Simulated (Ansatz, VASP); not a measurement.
## LiSi16 in VASP and in Ansatz

```
CELL_PARAMETERS angstrom
0.00000 5.47009 -5.47009
5.47009 5.47009 0.00000
5.47009 0.00000 -5.47009
ATOMIC_POSITIONS crystal
Si 0.13011 0.12419 0.12795
Si 0.12680 0.61442 0.13121
Si 0.61702 0.12419 0.12790
Si 0.62592 0.62414 0.12325
Si 0.12677 0.12752 0.61812
Si 0.12212 0.62332 0.62704
Si 0.62591 0.11953 0.62787
Si 0.62674 0.62332 0.62703
Si 0.25219 0.74557 0.25330
Si 0.25020 0.24759 0.25129
Si 0.74819 0.74559 0.25328
Si 0.74910 0.24864 0.25238
Si 0.25124 0.74651 0.75022
Si 0.25216 0.24959 0.74931
Si 0.75017 0.74758 0.75130
Si 0.74817 0.24959 0.74928
Li 0.00022 0.99762 0.00129
```

Alike in both runs: functional PBE; k mesh 2 × 2 × 2; occupations gaussian, width 0.01 eV; collinear spin.

Ansatz relaxed the structure, and its values are those at the end. VASP's run is a single point on that final structure, the one shown.

|  | VASP | Ansatz |
| --- | --- | --- |
| version | VASP 6.6.1 | Ansatz 0.2.0 |
| potentials or method | VASP PAW PBE potentials, release 64 (Si, Li_sv), cutoff 520 eV | scalar-relativistic, plane waves, PAW |
| valence electrons in the cell | 67 | 67 |

```csv
,VASP,Ansatz,Ansatz less VASP
gap on the k mesh at the Fermi level (eV),none,none,-
net moment per atom (μB),0.00,0.00,0.000
```

A gap of «none» marks a metal or a gap that the smearing closes. Ansatz's warnings: filled band counts differ across k points, seeded moment not kept.

The k mesh is coarse, so the values compare programs but aren't converged. Noted on VASP's run: the cutoff is short for stress, so the pressure is rough.
